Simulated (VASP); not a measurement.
Runs of VASP 6.6.1 on Ta. The structure is that of space group Im-3m (No. 229), or close to it. The cells are those of the table. 

```csv
task,cell,k mesh,cutoff (eV),gap on the mesh (eV),pressure (GPa),relaxed volume (Å³/atom)
relaxation of cell and atoms,"relaxed from a = 2.865 Å, angles 109.5°, 1 atom",24 × 24 × 24,600,none,0.0,18.29
single point,"a = 2.874 Å, angles 109.5°, 1 atom",24 × 24 × 24,520,none,0.1,-
single point,"a = 2.865 Å, angles 109.5°, 1 atom",8 × 8 × 8,520,none,0.0,-
relaxation of cell and atoms,"relaxed from a = 2.873 Å, angles 109.5°, 1 atom",8 × 8 × 8,600,none,-0.1,18.11
single point,"a = 2.873 Å, angles 109.5°, 1 atom",8 × 8 × 8,520,none,(a),-
```

Alike in all rows: level PBE; potentials or basis VASP PAW PBE potentials, release 64 (Ta_pv); no spin polarisation; smearing gaussian 0.1 eV.

Task: Estimate the missing entries.

Result: (a) -1.6.

Caveats: spin-orbit coupling is left out, which moves the levels of the heavy elements.

A k mesh can miss the band edges, and the runs leave out spin-orbit coupling on Ta.

A gap of «none» marks levels without a gap at the run's occupations.
